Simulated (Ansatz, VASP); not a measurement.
One calculation of CsCl, two programs

```
CELL_PARAMETERS angstrom
4.14068 0.00000 0.00000
0.00000 4.14068 0.00000
0.00000 0.00000 4.14068
ATOMIC_POSITIONS crystal
Cs 0.00000 0.00000 0.00000
Cl 0.50000 0.50000 0.50000
```

Alike in both runs: task single point; functional PBEsol; k mesh 4 × 4 × 4; no spin polarisation.

|  | VASP | Ansatz |
| --- | --- | --- |
| version | VASP 6.6.1 | Ansatz 0.2.0 |
| potentials or method | VASP PAW PBE potentials, release 64 (Cs_sv, Cl) | plane waves |
| plane-wave cutoff (eV) | 500 | 420 |
| occupations | gaussian, width 0.01 eV | fixed |
| valence electrons in the cell | 16 | 16 |

```csv
,VASP,Ansatz,Ansatz less VASP
gap on the k mesh at the Fermi level (eV),4.99,5.00,+0.011
pressure (GPa),-0.8,-0.8,-0.02
```

VASP's potentials were made for PBE, not for PBEsol.

Spin-orbit coupling is off throughout.
